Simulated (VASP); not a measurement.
Wanted: the native input for a VASP 6.6.1 run.

```
Task                   : single point
Functional             : PBEsol
Potentials or basis    : VASP PAW PBE potentials, release 64 (Ti_sv, C)
Cutoff                 : 520 eV
k mesh                 : 18 × 18 × 4
Occupations            : gaussian, width 0.15 eV
Spin                   : no spin polarisation
Dipole correction      : no
Further INCAR settings : ALGO = Normal; EDIFF = 1e-06; NBANDS = 55
```

The structure of Ti3C2 lies in POSCAR:

```
Ti3C2
1.0
    3.0420899491      0.0000000000      0.0000000000
   -1.5210449746      2.6345271765      0.0000000000
    0.0000000000      0.0000000000     14.9846493651
Ti C
6 4
Direct
    0.3333333333      0.6666666667      0.8441541951
    0.6666666667      0.3333333333      0.3434287349
    0.6666666667      0.3333333333      0.1558458049
    0.3333333333      0.6666666667      0.6565712651
    0.0000000000      0.0000000000      0.0000000000
    0.0000000000      0.0000000000      0.5000000000
    0.6666666667      0.3333333333      0.9118784831
    0.3333333333      0.6666666667      0.4168836053
    0.6666666667      0.3333333333      0.5831163947
    0.3333333333      0.6666666667      0.0881215169
```

This cell differs from its parent crystal: atoms displaced along a vibrational mode.

The input as run:

INCAR

```
SYSTEM = Ti3C2
PREC = Accurate ; ENCUT = 520
EDIFF = 1E-6 ; ISMEAR = 0
SIGMA = 0.15 ; LREAL = .False.
LASPH = .True. ; NELM = 100
ALGO = Normal ; ISIF = 2
LWAVE = .False. ; LCHARG = .True.
GGA = PS ; LELF = .True.
LVHAR = .True. ; NBANDS = 55
```

KPOINTS

```
regular mesh
0
Gamma
  18 18 4
  0 0 0
```

Potentials or basis: VASP PAW PBE potentials, release 64 (Ti_sv, C).

Run with:

```console
$ cat potpaw_PBE.64/Ti_sv/POTCAR potpaw_PBE.64/C/POTCAR > POTCAR
$ mpirun -np 1 vasp_std > vasp.out
```

Results of the run:

| Property | Result |
| --- | --- |
| Pressure | 0.3 GPa |
| Largest force | 0.766 eV/Å |
| Band gap on the k mesh | zero (bands 44 and 45 overlap by 0.65 eV) |

Caveat: the cell differs from its parent crystal (atoms displaced along a vibrational mode); the PAW data sets were made with another functional, which shifts forces and pressure a little.

It took 9.8 min on 1 thread of Intel(R) Xeon(R) 6975P-C (Granite Rapids) (shared host), peak memory 0.7 GiB.
